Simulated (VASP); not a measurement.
**AlNi3: single point with PBE**

AlNi3:

```
CELL_PARAMETERS angstrom
3.52305 0.00000 0.00000
0.00000 3.52305 0.00000
0.00000 0.00000 3.52305
ATOMIC_POSITIONS crystal
Ni 0.50000 0.50000 0.00000
Ni 0.50000 0.00000 0.50000
Ni 0.00000 0.50000 0.50000
Al 0.00000 0.00000 0.00000
```

| Property | Result |
| --- | --- |
| Program | VASP 6.6.1 |
| Task | single point |
| Functional | PBE |
| Potentials or basis | VASP PAW PBE potentials, release 64 (Ni, Al) |
| Cutoff | 520 eV |
| k mesh | 6 × 6 × 6 |
| Occupations | fermi-dirac, width 0.05 eV |
| Spin | collinear spin, ferromagnetic start |
| Starting moments | [0.266667, 0.266667, 0.266667, 0.0] μB |
| Fixed moment | 0.8 μB |

```yaml
Pressure: 7.4 GPa
Net_moment: 0.80 μB per cell
Site_moments: Ni +0.28; Al -0.01 μB
Valence_electrons_inside_the_program's_atomic_spheres: Ni 9.45; Al 0.82
```

It took 22 s on 1 thread of Intel(R) Xeon(R) 6975P-C (Granite Rapids), on a shared host, peak memory 0.19 GiB.

Caveat: the total moment is fixed, so each spin has its own Fermi level.
